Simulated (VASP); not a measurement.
# MgO (P6_3mc) in VASP: single point with LDA

Aim: the single point of MgO with LDA.

Everything below comes from runs of VASP 6.6.1. Logs are shortened: lines on timing, memory, paths and dates and some standing lists are left out, and cuts for length are marked.

## (1) The cell of the first run

Symmetry: P6_3mc, No. 186, hexagonal system. The conventional cell has a = 3.308 Å, b = 3.308 Å, c = 4.983 Å, α = 90.00°, β = 90.00°, γ = 120.00°. Mg (site symmetry 3m) has 4 O at 1.97 to 1.99 Å within 2.6 Å. O (site symmetry 3m) has 4 Mg at 1.97 to 1.99 Å within 2.6 Å.

## (2) Single point, LDA

Contents of INCAR:

```
  ALGO = Normal
  EDIFF = 1E-6
  ENCUT = 600
  GGA_COMPAT = F
  ISIF = 2
  ISMEAR = 0
  LASPH = T
  LCHARG = F
  LREAL = F
  LWAVE = F
  NBANDS = 16
  NELM = 120
  PREC = Accurate
  SIGMA = 0.01
```

Contents of KPOINTS:

```
k-points
0
Gamma
  6 6 4
```

Contents of POSCAR:

```
MgO
1.0
    3.3077869900      0.0000000000      0.0000000000
   -1.6538934900      2.8646275600      0.0000000000
    0.0000000000      0.0000000000      4.9828816700
Mg O
2 2
Direct
    0.3333333286      0.6666666713      0.0021597402
    0.6666666684      0.3333333287      0.5021597392
    0.3333333286      0.6666666713      0.4024402590
    0.6666666684      0.3333333287      0.9024402600
```

Potentials or basis: VASP PAW LDA potentials, release 64 (Mg, O).

Launch:

```bash
$ cat potpaw_LDA.64/Mg/POTCAR potpaw_LDA.64/O/POTCAR > POTCAR
$ mpirun -np 1 vasp_std > vasp.out
```

OUTCAR:

```text
EDIFF = 1E-6
   ENCUT = 600
   ISIF = 2
   ISMEAR = 0
   LASPH = T
   LREAL = F
   NELM = 120
   PREC = Accurate

 ion  position               nearest neighbor table
   1  0.333  0.667  0.002-   4 1.97   4 1.97   4 1.97   3 1.99   2 3.14   2 3.14   2 3.14   2 3.14
                             2 3.14   2 3.14
   2  0.667  0.333  0.502-   3 1.97   3 1.97   3 1.97   4 1.99   1 3.14   1 3.14   1 3.14   1 3.14
                             1 3.14   1 3.14
   3  0.333  0.667  0.402-   2 1.97   2 1.97   2 1.97   1 1.99
   4  0.667  0.333  0.902-   1 1.97   1 1.97   1 1.97   2 1.99

  LATTYP: Found a hexagonal cell.
 ALAT       =     3.3077869900
 C/A-ratio  =     1.5064094771

  Lattice vectors:

 A1 = (   3.3077869900,   0.0000000000,   0.0000000000)
 A2 = (  -1.6538934900,   2.8646275600,   0.0000000000)
 A3 = (   0.0000000000,   0.0000000000,   4.9828816700)

Analysis of symmetry for initial positions (statically):
=====================================================================
 Subroutine PRICEL returns:
 Original cell was already a primitive cell.

 Routine SETGRP: Setting up the symmetry group for a
 hexagonal supercell.

 Subroutine GETGRP returns: Found 12 space group operations
 (whereof  6 operations were pure point group operations)
 out of a pool of 24 trial point group operations.

The static configuration has the point symmetry C_3v.
 The point group associated with its full space group is C_6v.

Analysis of symmetry for dynamics (positions and initial velocities):
=====================================================================
 Subroutine PRICEL returns:
 Original cell was already a primitive cell.

 Routine SETGRP: Setting up the symmetry group for a
 hexagonal supercell.

 Subroutine GETGRP returns: Found 12 space group operations
 (whereof  6 operations were pure point group operations)
 out of a pool of 24 trial point group operations.

The dynamic configuration has the point symmetry C_3v.
 The point group associated with its full space group is C_6v.

 Subroutine INISYM returns: Found 12 space group operations
 (whereof  6 operations are pure point group operations),
 and found     1 'primitive' translations

----------------------------------------------------------------------------------------

                                     Primitive cell

  volume of cell :      47.2157

  direct lattice vectors                    reciprocal lattice vectors
     3.307786990  0.000000000  0.000000000     0.302316928  0.174542759  0.000000000
    -1.653893490  2.864627560  0.000000000     0.000000000  0.349085520  0.000000000
     0.000000000  0.000000000  4.982881670     0.000000000  0.000000000  0.200687086

  length of vectors
     3.307786990  3.307786984  4.982881670     0.349085519  0.349085520  0.200687086

  position of ions in fractional coordinates (direct lattice)
     0.333333329  0.666666671  0.002159740
     0.666666668  0.333333329  0.502159739
     0.333333329  0.666666671  0.402440259
     0.666666668  0.333333329  0.902440260

  ion indices of the primitive-cell ions
   primitive index   ion index
                 1           1
                 2           2
                 3           3
                 4           4

----------------------------------------------------------------------------------------

 KPOINTS: k-points

Automatic generation of k-mesh.
 Grid dimensions read from file:
 generate k-points for:    6    6    4

 Generating k-lattice:

  Cartesian coordinates                     Fractional coordinates (reciprocal lattice)
     0.050386155  0.029090460  0.000000000     0.166666667 -0.000000000  0.000000000
     0.000000000  0.058180920  0.000000000     0.000000000  0.166666667  0.000000000
     0.000000000  0.000000000  0.050171771     0.000000000  0.000000000  0.250000000

  Length of vectors
     0.058180920  0.058180920  0.050171771

  Shift w.r.t. Gamma in fractional coordinates (k-lattice)
     0.000000000  0.000000000  0.000000000

 Subroutine IBZKPT returns following result:
 ===========================================

 Found     21 irreducible k-points:

 Following reciprocal coordinates:
            Coordinates               Weight
  0.000000  0.000000  0.000000      1.000000
  0.166667  0.000000  0.000000      6.000000
  0.333333  0.000000  0.000000      6.000000
  0.500000  0.000000  0.000000      3.000000
  0.166667  0.166667  0.000000      6.000000
  0.333333  0.166667  0.000000     12.000000
[... 13 lines left out ...]
  0.333333  0.166667  0.500000     12.000000
  0.333333  0.333333  0.500000      2.000000
   k-points           NKPTS =     21   k-points in BZ     NKDIM =     21   number of bands    NBANDS=     16
   number of dos      NEDOS =    301   number of ions     NIONS =      4
   total plane-waves  NPLWV =  31360
   dimension x,y,z NGX =    28 NGY =   28 NGZ =   40
   dimension x,y,z NGXF=    56 NGYF=   56 NGZF=   80
   ions per type =               2   2
   NGX,Y,Z   is equivalent  to a cutoff of  14.07, 14.07, 13.35 a.u.
   NGXF,Y,Z  is equivalent  to a cutoff of  28.15, 28.15, 26.69 a.u.
 SYSTEM =  unknown system
   PREC   = accura    normal or accurate (medium, high low for compatibility)
   ISTART =      0    job   : 0-new  1-cont  2-samecut
   ICHARG =      2    charge: 1-file 2-atom 10-const
   ISPIN  =      1    spin polarized calculation?
   LNONCOLLINEAR =      F non collinear calculations
   LSORBIT =      F    spin-orbit coupling
   LASPH  =      T    aspherical Exc in radial PAW
   ENCUT  =  600.0 eV  44.10 Ry    6.64 a.u.   6.61  6.61  9.95*2*pi/ulx,y,z
   NELM   =    120;   NELMIN=  2; NELMDL= -5     # of ELM steps
   EDIFF  = 0.1E-05   stopping-criterion for ELM
   LREAL  =      F    real-space projection
   EDIFFG = 0.1E-04   stopping-criterion for IOM
   NSW    =      0    number of steps for IOM
   IBRION =     -1    ionic relax: 0-MD 1-quasi-New 2-CG
   NFREE  =      0    steps in history (QN), initial steepest desc. (CG)
   ISIF   =      2    stress and relaxation
   ISYM   =      2    0-nonsym 1-usesym 2-fastsym
   POTIM  = 0.5000    time-step for ionic-motion
   TEBEG  =    0.0;   TEEND  =   0.0 temperature during run
   PSTRESS=    0.0 pullay stress
   NELECT =      16.0000    total number of electrons
   NUPDOWN=      -1.0000    fix difference up-down
   EMIN   =  10.00;   EMAX   =-10.00  energy-range for DOS
   EFERMI =   0.00;   METHOD = LEGACY
   ISMEAR =     0;   SIGMA  =   0.01  broadening in eV -4-tet -1-fermi 0-gaus
   EFERMI_NEDOS =   21; number of points for ismear=-14 and -15
   IALGO  =     38    algorithm
   IMIX   =      4    mixing-type and parameters
     AMIX     =   0.40;   BMIX     =  1.00
     AMIX_MAG =   1.60;   BMIX_MAG =  1.00
  volume/ion in A,a.u.               =      11.80        79.66
  Fermi-wavevector in a.u.,A,eV,Ry     =   1.141351  2.156842 17.724080  1.302683
  Thomas-Fermi vector in A             =   2.278052
   LORBIT       =      0    0 simple, 1 ext, 2 COOP (PROOUT), +10 PAW based schemes
   GGA     = CA    functional components
   LHFCALC =     F    Hartree Fock is set to
   AEXX    =    0.0000 exact exchange contribution
   IVDW    =     0    specifies the selected vdW correction
   LEPSILON=     F    determine dielectric tensor
   LRPA    =     F    only Hartree local field effects (RPA)
 non-spin polarized calculation
 Gauss-broadening in eV      SIGMA  =   0.01
  energy-cutoff  :      600.00
  volume of cell :       47.22
 maximum number of plane-waves:      1610
 NGX is ok and might be reduce to    28
   NGX = 13   NGY = 13   NGZ = 19

 number of electron      15.9999997 magnetization

 Free energy of the ion-electron system (eV)
  ---------------------------------------------------
  ext. energy  EPLUGINS =         0.00000000
  ---------------------------------------------------
  free energy    TOTEN  =       -26.23434839 eV

  energy without entropy =      -26.23434839  energy(sigma->0) =      -26.23434839

 E-fermi :   0.9295     XC(G=0): -10.2704

 val. band max:        0.8225964918   @ k =   0.0000   0.0000   0.0000
 cond. band min:       4.1810089500   @ k =   0.0000   0.0000   0.0000
 fundamental gap:      3.3584124582
 Fermi energy:         0.9294800213

 k-point     1 :       0.0000    0.0000    0.0000
  band No.  band energies     occupation
      1     -15.1589      2.00000
      2     -14.2997      2.00000
      3      -2.5287      2.00000
      4       0.0226      2.00000
      5       0.0226      2.00000
      6       0.3709      2.00000
[... 8 lines left out ...]
     15      16.9557      0.00000
     16      16.9557      0.00000

 k-point     2 :       0.1667    0.0000    0.0000
  band No.  band energies     occupation
      1     -15.0180      2.00000
      2     -14.2557      2.00000
      3      -2.2616      2.00000
      4      -0.6637      2.00000
      5      -0.2903      2.00000
      6      -0.1442      2.00000
[... 8 lines left out ...]
     15      16.0665      0.00000
     16      16.3760      0.00000

 k-point     3 :       0.3333    0.0000    0.0000
  band No.  band energies     occupation
      1     -14.6932      2.00000
      2     -14.1961      2.00000
      3      -1.8717      2.00000
      4      -1.5611      2.00000
      5      -1.0721      2.00000
      6      -0.4056      2.00000
[... 8 lines left out ...]
     15      14.9242      0.00000
     16      16.1169      0.00000

 k-point     4 :       0.5000    0.0000    0.0000
  band No.  band energies     occupation
      1     -14.4756      2.00000
      2     -14.2132      2.00000
      3      -2.3567      2.00000
      4      -1.4230      2.00000
      5      -0.9757      2.00000
      6      -0.5189      2.00000
[... 8 lines left out ...]
     15      14.6138      0.00000
     16      16.4773      0.00000

 k-point     5 :       0.1667    0.1667    0.0000
  band No.  band energies     occupation
      1     -14.7835      2.00000
      2     -14.2043      2.00000
      3      -1.7837      2.00000
      4      -1.4255      2.00000
      5      -1.0151      2.00000
      6      -0.2654      2.00000
[... 8 lines left out ...]
     15      14.9900      0.00000
     16      16.3473      0.00000

 k-point     6 :       0.3333    0.1667    0.0000
  band No.  band energies     occupation
      1     -14.4859      2.00000
      2     -14.2051      2.00000
      3      -2.1090      2.00000
      4      -1.3163      2.00000
      5      -1.0138      2.00000
      6      -0.7379      2.00000
[... 8 lines left out ...]
     15      14.4564      0.00000
     16      16.4471      0.00000
[... 210 lines left out ...]
 k-point    18 :       0.5000    0.0000    0.5000
  band No.  band energies     occupation
      1     -14.3350      2.00000
      2     -14.3350      2.00000
      3      -2.3956      2.00000
      4      -2.3956      2.00000
      5      -0.1375      2.00000
      6      -0.1375      2.00000
[... 8 lines left out ...]
     15      15.6480      0.00000
     16      15.6480      0.00000

 k-point    19 :       0.1667    0.1667    0.5000
  band No.  band energies     occupation
      1     -14.4956      2.00000
      2     -14.4956      2.00000
      3      -1.8482      2.00000
      4      -1.8482      2.00000
      5      -0.2778      2.00000
      6      -0.2778      2.00000
[... 8 lines left out ...]
     15      15.7199      0.00000
     16      15.7199      0.00000

 k-point    20 :       0.3333    0.1667    0.5000
  band No.  band energies     occupation
      1     -14.3367      2.00000
      2     -14.3367      2.00000
      3      -2.1651      2.00000
      4      -2.1651      2.00000
      5      -0.6863      2.00000
      6      -0.6863      2.00000
[... 8 lines left out ...]
     15      16.0269      0.00000
     16      16.0269      0.00000

 k-point    21 :       0.3333    0.3333    0.5000
  band No.  band energies     occupation
      1     -14.2838      2.00000
      2     -14.2838      2.00000
      3      -1.8786      2.00000
      4      -1.8786      2.00000
      5      -1.3469      2.00000
      6      -1.3469      2.00000
[... 8 lines left out ...]
     15      16.5272      0.00000
     16      16.5272      0.00000

------------------------ aborting loop because EDIFF is reached ----------------------------------------

  FORCE on cell =-STRESS in cart. coord.  units (eV):
  Direction    XX          YY          ZZ          XY          YZ          ZX
  --------------------------------------------------------------------------------------
  -------------------------------------------------------------------------------------
  Total       -1.7163492     -1.7163492     -1.5078224     -0.0000000      0.0000000      0.0000000
  in kB      -58.2411514    -58.2411512    -51.1651804     -0.0000001      0.0000000      0.0000000
  external PRESSURE =     -55.8824943 kB  Pullay stress =       0.0000000 kB

 VOLUME and BASIS-vectors are now :
 -----------------------------------------------------------------------------
  energy-cutoff  :      600.00
  volume of cell :       47.22
      direct lattice vectors                 reciprocal lattice vectors
     3.307786990  0.000000000  0.000000000     0.302316928  0.174542759  0.000000000
    -1.653893490  2.864627560  0.000000000     0.000000000  0.349085520  0.000000000
     0.000000000  0.000000000  4.982881670     0.000000000  0.000000000  0.200687086

 POSITION                                       TOTAL-FORCE (eV/Angst)
 -----------------------------------------------------------------------------------
     -0.00000      1.90975      0.01076        -0.000000      0.000000      0.048396
      1.65389      0.95488      2.50220        -0.000000      0.000000      0.048396
     -0.00000      1.90975      2.00531         0.000000     -0.000000     -0.048396
      1.65389      0.95488      4.49675        -0.000000      0.000000     -0.048396
 -----------------------------------------------------------------------------------
    total drift:                               -0.000007      0.000011      0.001577

  FREE ENERGIE OF THE ION-ELECTRON SYSTEM (eV)
  ---------------------------------------------------
  free  energy   TOTEN  =       -26.2343483903 eV

  energy  without entropy=      -26.2343483903  energy(sigma->0) =      -26.23434839
```

Run time: 23 s. Hardware: 1 thread of AMD EPYC 7R13, shared host; peak memory 0.13 GiB.

What came out:

```
Free energy            : -26.2343 eV
Pressure               : -5.6 GPa
Largest force          : 0.048 eV/Å
Band gap on the k mesh : 3.36 eV
```

Forces in eV/Å, atoms in the order of the input:
```
Mg   0.000  0.000  0.048
Mg   0.000  0.000  0.048
O    0.000  0.000 -0.048
O    0.000  0.000 -0.048
```

Caveat: the cell stands under tension.
